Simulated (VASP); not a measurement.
Ta, 1 atom in the cell. It takes space group I4/mmm (No. 139, tetragonal). Conventional cell: a = 3.412 Å, b = 3.412 Å, c = 3.149 Å, α = 90.00°, β = 90.00°, γ = 90.00°. Ta (site symmetry 4/mmm) has 14 Ta at 2.88 to 3.41 Å within 3.8 Å.  This cell differs from its parent crystal: strain +0.040 along x and y, -0.040 along z.

* Program: VASP 6.6.1
* Task: single point
* Functional: PBEsol
* Potentials or basis: VASP PAW PBE potentials, release 64 (Ta_pv)
* Cutoff: 520 eV
* k mesh: 26 × 26 × 26
* Occupations: gaussian, width 0.15 eV
* Spin: no spin polarisation
* Dipole correction: no
* Further INCAR settings: ALGO = Fast; EDIFF = 1e-07; NBANDS = 12

Potentials or basis: VASP PAW PBE potentials, release 64 (Ta_pv).

The run is started by

```sh
$ cat potpaw_PBE.64/Ta_pv/POTCAR > POTCAR
$ mpirun -np 1 vasp_std > vasp.out
```

Hardware: 1 thread of AMD EPYC 9R45 96-Core Processor (Zen 5) (shared host).

Task: How long does it take, and how much memory?

Result: Wall time 3.3 min on 1 thread of AMD EPYC 9R45 96-Core Processor (Zen 5), with other jobs on the host, peak memory 0.35 GiB. Counts: scf iterations 15, k points 1330.
